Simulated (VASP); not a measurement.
Set up this calculation in VASP 6.6.1, as the native input.

* Task: single point
* Functional: r2SCAN
* Potentials or basis: VASP PAW PBE potentials, release 64 (Ce, O)
* Cutoff: 520 eV
* k mesh: 6 × 6 × 6
* Occupations: fermi-dirac, width 0.02 eV
* Spin: no spin polarisation
* Dipole correction: no
* Further INCAR settings: ALGO = Normal; EDIFF = 1e-07; NBANDS = 19

CeO2 (fluorite type):

```
Ce O
1.0
     0.00000    2.73000    2.73000
     2.73000    0.00000    2.73000
     2.73000    2.73000    0.00000
Ce O
1 2
Direct
  0.00000 0.00000 0.00000
  0.25000 0.25000 0.25000
  0.75000 0.75000 0.75000
```

The input as run:

POSCAR

```
CeO2
1.0
    0.0000000000      2.7300000000      2.7300000000
    2.7300000000      0.0000000000      2.7300000000
    2.7300000000      2.7300000000      0.0000000000
Ce O
1 2
Direct
    0.0000000000      0.0000000000      0.0000000000
    0.2500000000      0.2500000000      0.2500000000
    0.7500000000      0.7500000000      0.7500000000
```

INCAR.step1

```
SYSTEM = CeO2
  PREC = Accurate
  ENCUT = 520
  ISMEAR = -1
  SIGMA = 0.02
  LREAL = .FALSE.
  LASPH = .TRUE.
  NELM = 100
  NBANDS = 19
  GGA = PE
  ALGO = Normal
  EDIFF = 1E-4
  LWAVE = .TRUE.
  LCHARG = .FALSE.
```

INCAR.step2

```
SYSTEM = CeO2
  PREC = Accurate
  ENCUT = 520
  EDIFF = 1E-7
  ISMEAR = -1
  SIGMA = 0.02
  LREAL = .FALSE.
  LASPH = .TRUE.
  NELM = 100
  ALGO = Normal
  ISIF = 2
  LWAVE = .FALSE.
  LCHARG = .FALSE.
  METAGGA = R2SCAN
  LMIXTAU = .TRUE.
  NBANDS = 19
  ISTART = 1
```

KPOINTS

```
regular mesh
0
G
  6 6 6
  0 0 0
```

Potentials or basis: VASP PAW PBE potentials, release 64 (Ce, O).

The run is started by

```bash
$ cat potpaw_PBE.64/Ce/POTCAR potpaw_PBE.64/O/POTCAR > POTCAR
$ cp INCAR.step1 INCAR
$ mpirun -np 1 vasp_std > vasp.out
$ cp INCAR.step2 INCAR
$ mpirun -np 1 vasp_std > vasp.out
```

It gave:

```yaml
Pressure: -2.6 GPa
Band_gap_on_the_k_mesh: 2.23 eV (least direct gap 2.31 eV)
```

Caveat: the PAW data sets were made with another functional, which shifts forces and pressure a little; spin-orbit coupling is left out, which moves the levels of the heavy elements; semilocal functionals describe open f shells poorly, which spoils levels, moments and volumes.

Run time: 45 s on 1 thread of Intel(R) Xeon(R) 6975P-C (Granite Rapids), with other jobs on the host, peak memory 0.18 GiB.
